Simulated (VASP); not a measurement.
# TiAl (Pmmm) in VASP: notebook, part 2 of 2

VASP 6.6.1.

### 3 Single point, PBEsol (normal strain along x -0.1100, normal strain along y +0.1100)

Input file INCAR:

```
PREC = Accurate
ENCUT = 520
EDIFF = 1E-7
ISMEAR = 0
SIGMA = 0.15
LREAL = F
LASPH = T
NELM = 60
ALGO = Fast
ISIF = 2
LWAVE = F
LCHARG = T
GGA = PS
LELF = T
LVHAR = T
NBANDS = 14
```

Input file KPOINTS:

```
Automatic mesh
0
Gamma
  14 14 14
```

Input file POSCAR:

```
TiAl
1.0
    2.8089068443      0.0000000000      0.0000000000
    0.0000000000      3.5032433677      0.0000000000
    0.0000000000      0.0000000000      3.1560751060
Ti Al
1 1
Direct
    0.0000000000      0.0000000000      0.0000000000
    0.5000000000      0.5000000000      0.5000000000
```

Potentials or basis: VASP PAW PBE potentials, release 64 (Ti_sv, Al).

Started as:

```sh
cat potpaw_PBE.64/Ti_sv/POTCAR potpaw_PBE.64/Al/POTCAR > POTCAR
mpirun -np 1 vasp_std > vasp.out
```

OUTCAR:

```text
PREC = Accurate
   ENCUT = 520
   EDIFF = 1E-7
   ISMEAR = 0
   LREAL = F
   LASPH = T
   NELM = 60
   ISIF = 2
   GGA = PS

 ion  position               nearest neighbor table
   1  0.000  0.000  0.000-   2 2.74   2 2.74   2 2.74   2 2.74   2 2.74   2 2.74   2 2.74   2 2.74

   2  0.500  0.500  0.500-   1 2.74   1 2.74   1 2.74   1 2.74   1 2.74   1 2.74   1 2.74   1 2.74

  LATTYP: Found a simple orthorhombic cell.
 ALAT       =     2.8089068443
 B/A-ratio  =     1.1235955056
 C/A-ratio  =     1.2471910113

  Lattice vectors:

 A1 = (  -2.8089068443,   0.0000000000,   0.0000000000)
 A2 = (   0.0000000000,   0.0000000000,   3.1560751060)
 A3 = (   0.0000000000,   3.5032433677,   0.0000000000)

Analysis of symmetry for initial positions (statically):
=====================================================================
 Subroutine PRICEL returns:
 Original cell was already a primitive cell.

 Routine SETGRP: Setting up the symmetry group for a
 simple orthorhombic supercell.

 Subroutine GETGRP returns: Found  8 space group operations
 (whereof  8 operations were pure point group operations)
 out of a pool of  8 trial point group operations.

The static configuration has the point symmetry D_2h.

Analysis of symmetry for dynamics (positions and initial velocities):
=====================================================================
 Subroutine PRICEL returns:
 Original cell was already a primitive cell.

 Routine SETGRP: Setting up the symmetry group for a
 simple orthorhombic supercell.

 Subroutine GETGRP returns: Found  8 space group operations
 (whereof  8 operations were pure point group operations)
 out of a pool of  8 trial point group operations.

The dynamic configuration has the point symmetry D_2h.

 Subroutine INISYM returns: Found  8 space group operations
 (whereof  8 operations are pure point group operations),
 and found     1 'primitive' translations

----------------------------------------------------------------------------------------

                                     Primitive cell

  volume of cell :      31.0567

  direct lattice vectors                    reciprocal lattice vectors
     2.808906844  0.000000000  0.000000000     0.356010382  0.000000000  0.000000000
     0.000000000  3.503243368  0.000000000     0.000000000  0.285449766  0.000000000
     0.000000000  0.000000000  3.156075106     0.000000000  0.000000000  0.316849240

  length of vectors
     2.808906844  3.503243368  3.156075106     0.356010382  0.285449766  0.316849240

  position of ions in fractional coordinates (direct lattice)
     0.000000000  0.000000000  0.000000000
     0.500000000  0.500000000  0.500000000

  ion indices of the primitive-cell ions
   primitive index   ion index
                 1           1
                 2           2

----------------------------------------------------------------------------------------

 KPOINTS: Automatic mesh

Automatic generation of k-mesh.
 Grid dimensions read from file:
 generate k-points for:   14   14   14

 Generating k-lattice:
[... 42 lines left out ...]
  0.500000  0.142857  0.000000      2.000000
 [... further k-points ...]
   k-points           NKPTS =    512   k-points in BZ     NKDIM =    512   number of bands    NBANDS=     14
   number of dos      NEDOS =    301   number of ions     NIONS =      2
   total plane-waves  NPLWV =  16128
   dimension x,y,z NGX =    24 NGY =   28 NGZ =   24
   dimension x,y,z NGXF=    48 NGYF=   56 NGZF=   48
   ions per type =               1   1
   NGX,Y,Z   is equivalent  to a cutoff of  14.20, 13.29, 12.64 a.u.
   NGXF,Y,Z  is equivalent  to a cutoff of  28.41, 26.57, 25.28 a.u.
 SYSTEM =  unknown system
   PREC   = accura    normal or accurate (medium, high low for compatibility)
   ISTART =      0    job   : 0-new  1-cont  2-samecut
   ICHARG =      2    charge: 1-file 2-atom 10-const
   ISPIN  =      1    spin polarized calculation?
   LNONCOLLINEAR =      F non collinear calculations
   LSORBIT =      F    spin-orbit coupling
   LASPH  =      T    aspherical Exc in radial PAW
   ENCUT  =  520.0 eV  38.22 Ry    6.18 a.u.   5.22  6.51  5.87*2*pi/ulx,y,z
   NELM   =     60;   NELMIN=  2; NELMDL= -5     # of ELM steps
   EDIFF  = 0.1E-06   stopping-criterion for ELM
   LREAL  =      F    real-space projection
   EDIFFG = 0.1E-05   stopping-criterion for IOM
   NSW    =      0    number of steps for IOM
   IBRION =     -1    ionic relax: 0-MD 1-quasi-New 2-CG
   NFREE  =      0    steps in history (QN), initial steepest desc. (CG)
   ISIF   =      2    stress and relaxation
   ISYM   =      2    0-nonsym 1-usesym 2-fastsym
   POTIM  = 0.5000    time-step for ionic-motion
   TEBEG  =    0.0;   TEEND  =   0.0 temperature during run
   PSTRESS=    0.0 pullay stress
   NELECT =      15.0000    total number of electrons
   NUPDOWN=      -1.0000    fix difference up-down
   EMIN   =  10.00;   EMAX   =-10.00  energy-range for DOS
   EFERMI =   0.00;   METHOD = LEGACY
   ISMEAR =     0;   SIGMA  =   0.15  broadening in eV -4-tet -1-fermi 0-gaus
   EFERMI_NEDOS =   21; number of points for ismear=-14 and -15
   IALGO  =     68    algorithm
   IMIX   =      4    mixing-type and parameters
     AMIX     =   0.40;   BMIX     =  1.00
     AMIX_MAG =   1.60;   BMIX_MAG =  1.00
  volume/ion in A,a.u.               =      15.53       104.79
  Fermi-wavevector in a.u.,A,eV,Ry     =   1.284459  2.427276 22.447368  1.649835
  Thomas-Fermi vector in A             =   2.416651
   LORBIT       =      0    0 simple, 1 ext, 2 COOP (PROOUT), +10 PAW based schemes
   GGA     = PS    functional components
   LHFCALC =     F    Hartree Fock is set to
   AEXX    =    0.0000 exact exchange contribution
   IVDW    =     0    specifies the selected vdW correction
   LEPSILON=     F    determine dielectric tensor
   LRPA    =     F    only Hartree local field effects (RPA)
 non-spin polarized calculation
 RMM-DIIS sequential band-by-band and
 Gauss-broadening in eV      SIGMA  =   0.15
  energy-cutoff  :      520.00
  volume of cell :       31.06
 maximum number of plane-waves:       853
 NGX is ok and might be reduce to    24
   NGX = 11   NGY = 13   NGZ = 11

 number of electron      14.9999993 magnetization

 Free energy of the ion-electron system (eV)
  ---------------------------------------------------
  ext. energy  EPLUGINS =         0.00000000
  ---------------------------------------------------
  free energy    TOTEN  =       -13.05544269 eV

  energy without entropy =      -13.03073292  energy(sigma->0) =      -13.04308780

 E-fermi :   8.8795     XC(G=0): -11.3291

 val. band max:        8.8750031215   @ k =   0.2143   0.2143   0.2143
 cond. band min:       8.8800720461   @ k =   0.3571   0.0000   0.5000
 fundamental gap:      0.0050689246
 Fermi energy:         8.8794674129

 k-point     1 :       0.0000    0.0000    0.0000
  band No.  band energies     occupation
      1     -47.5611      2.00000
      2     -23.9726      2.00000
      3     -23.8904      2.00000
      4     -23.6056      2.00000
      5      -0.4099      2.00000
      6       7.2031      2.00000
      7       7.6630      2.00000
      8      10.3599      0.00000
      9      10.9240      0.00000
     10      11.2082      0.00000
     11      11.5436      0.00000
     12      13.4559      0.00000
     13      17.1233      0.00000
     14      17.1821      0.00000
[... 377 lines left out ...]
      1     -47.4967      2.00000
      2     -24.1169      2.00000
      3     -23.9257      2.00000
      4     -23.8362      2.00000
      5       4.1878      2.00000
      6       4.3379      2.00000
      7       7.9882      2.00000
      8       8.7736      1.68173
      9       9.2158      0.00152
     10      10.6644      0.00000
     11      13.0374      0.00000
     12      15.2133      0.00000
     13      15.6132      0.00000
     14      18.3460      0.00000

 [... further k-points ...]

------------------------ aborting loop because EDIFF is reached ----------------------------------------

  FORCE on cell =-STRESS in cart. coord.  units (eV):
  Direction    XX          YY          ZZ          XY          YZ          ZX
  --------------------------------------------------------------------------------------
  -------------------------------------------------------------------------------------
  Total        0.6986341      1.3871381     -0.7349006      0.0000000      0.0000000     -0.0000000
  in kB       36.0417094     71.5608187    -37.9126548      0.0000000      0.0000000     -0.0000000
  external PRESSURE =      23.2299578 kB  Pullay stress =       0.0000000 kB

 VOLUME and BASIS-vectors are now :
 -----------------------------------------------------------------------------
  energy-cutoff  :      520.00
  volume of cell :       31.06
      direct lattice vectors                 reciprocal lattice vectors
     2.808906844  0.000000000  0.000000000     0.356010382  0.000000000  0.000000000
     0.000000000  3.503243368  0.000000000     0.000000000  0.285449766  0.000000000
     0.000000000  0.000000000  3.156075106     0.000000000  0.000000000  0.316849240

 POSITION                                       TOTAL-FORCE (eV/Angst)
 -----------------------------------------------------------------------------------
      0.00000      0.00000      0.00000         0.000000      0.000000      0.000000
      1.40445      1.75162      1.57804         0.000000      0.000000      0.000000
 -----------------------------------------------------------------------------------
    total drift:                                0.000000      0.000000      0.000000

  FREE ENERGIE OF THE ION-ELECTRON SYSTEM (eV)
  ---------------------------------------------------
  free  energy   TOTEN  =       -13.0554426871 eV

  energy  without entropy=      -13.0307329190  energy(sigma->0) =      -13.04308780
```

stdout:

```text
POSCAR found type information on POSCAR TiAl
 POSCAR found :  2 types and       2 ions
 scaLAPACK will be used
 -----------------------------------------------------------------------------
|                                                                             |
[... 41 lines left out ...]
WARNING in EDDRMM: call to ZHEGV failed, returncode =   6  3      5
WARNING in EDDRMM: call to ZHEGV failed, returncode =   6  3     11
 num prob  num prob  num prob RMM:  29    -0.130554426054E+02   -0.12419E-06   -0.11095E-06 12786   0.388E-03    0.817E-04
WARNING in EDDRMM: call to ZHEGV failed, returncode =   8  4     14
WARNING in EDDRMM: call to ZHEGV failed, returncode =   8  4      6
WARNING in EDDRMM: call to ZHEGV failed, returncode =   6  3     13
WARNING in EDDRMM: call to ZHEGV failed, returncode =   6  3     14
```

Wall time 2.9 min (1 thread of Intel Xeon 6975P-C (Granite Rapids), shared host); peak memory 0.33 GiB.

What came out:

| Quantity | Value |
| --- | --- |
| Free energy | -13.0554 eV |
| Pressure | 2.3 GPa |
| Band gap on the k mesh | zero (an odd number of electrons rules out a gap without spin polarisation) |

Stress tensor (GPa, compression positive):
```
 3.60  0.00  0.00
 0.00  7.16  0.00
 0.00  0.00 -3.79
```

Caveat: the cell differs from its parent crystal (normal strain along x -0.1100, normal strain along y +0.1100); the PAW data sets were made with another functional, which shifts forces and pressure a little.

### 4 Single point, PBEsol (normal strain along x -0.0733, normal strain along y +0.0733)

Input file INCAR:

```
ALGO = Fast
EDIFF = 1E-6
ENCUT = 520
GGA = PS
ISIF = 2
ISMEAR = 0
LASPH = T
LCHARG = F
LREAL = F
LWAVE = F
NBANDS = 14
NELM = 100
PREC = Accurate
SIGMA = 0.15
```

Input file KPOINTS:

```
k-points
0
Gamma
  14 14 14
```

Input file POSCAR:

```
TiAl
1.0
    2.9247348007      0.0000000000      0.0000000000
    0.0000000000      3.3874154113      0.0000000000
    0.0000000000      0.0000000000      3.1560751060
Ti Al
1 1
Direct
    0.0000000000      0.0000000000      0.0000000000
    0.5000000000      0.5000000000      0.5000000000
```

Started as:

```sh
cat potpaw_PBE.64/Ti_sv/POTCAR potpaw_PBE.64/Al/POTCAR > POTCAR
mpirun -np 1 vasp_std > vasp.out
```

Wall time 1.9 min (1 thread of Intel Xeon 6975P-C (Granite Rapids), shared host); peak memory 0.34 GiB.

It converged, with:

| Quantity | Value |
| --- | --- |
| Free energy | -13.0278 eV |
| Pressure | 1.1 GPa |
| Band gap on the k mesh | zero (an odd number of electrons rules out a gap without spin polarisation) |

Stress tensor (GPa, compression positive):
```
 0.36  0.00  0.00
 0.00  5.47  0.00
 0.00  0.00 -2.56
```

Levels at points of the mesh, in eV from the Fermi level:
```tsv
k point	band 6	band 7	band 8	band 9	band 10	band 11
(0.00, 0.00, 0.00)	-1.60	-1.28	1.58	2.08	2.36	2.78
(0.50, 0.00, 0.00)	-4.98	-0.53	-0.28	0.26	1.96	4.05
(0.00, 0.50, 0.00)	-5.32	-0.67	0.16	1.10	2.36	2.47
(0.50, 0.50, 0.00)	-2.36	-1.49	-1.35	0.63	0.96	2.68
(0.00, 0.00, 0.50)	-5.19	-0.62	-0.56	1.12	2.28	3.20
(0.50, 0.00, 0.50)	-1.85	-1.36	-1.23	0.17	0.38	3.22
(0.00, 0.50, 0.50)	-2.55	-2.16	-1.57	1.39	1.50	2.51
(0.50, 0.50, 0.50)	-3.03	-3.02	1.02	2.69	2.81	3.13
```

Caveat: the cell differs from its parent crystal (normal strain along x -0.0733, normal strain along y +0.0733); the PAW data sets were made with another functional, which shifts forces and pressure a little.

### 5 Overview

| cell | cutoff (eV) | gap on the mesh (eV) | pressure (GPa) |
| --- | --- | --- | --- |
| a = 2.809, b = 3.503, c = 3.156 Å, 2 atoms | 500 | none | 2.3 |
| a = 2.809, b = 3.503, c = 3.156 Å, 2 atoms | 520 | none | 2.3 |
| a = 2.925, b = 3.387, c = 3.156 Å, 2 atoms | 520 | none | 1.1 |

Alike in all rows: task single point; level PBEsol; potentials or basis VASP PAW PBE potentials, release 64 (Ti_sv, Al); no spin polarisation; k mesh 14 × 14 × 14; smearing gaussian 0.15 eV.

Caveats: the PAW data sets were made with another functional, which shifts forces and pressure a little.

Absolute energies hang on the potentials; compare differences alone.
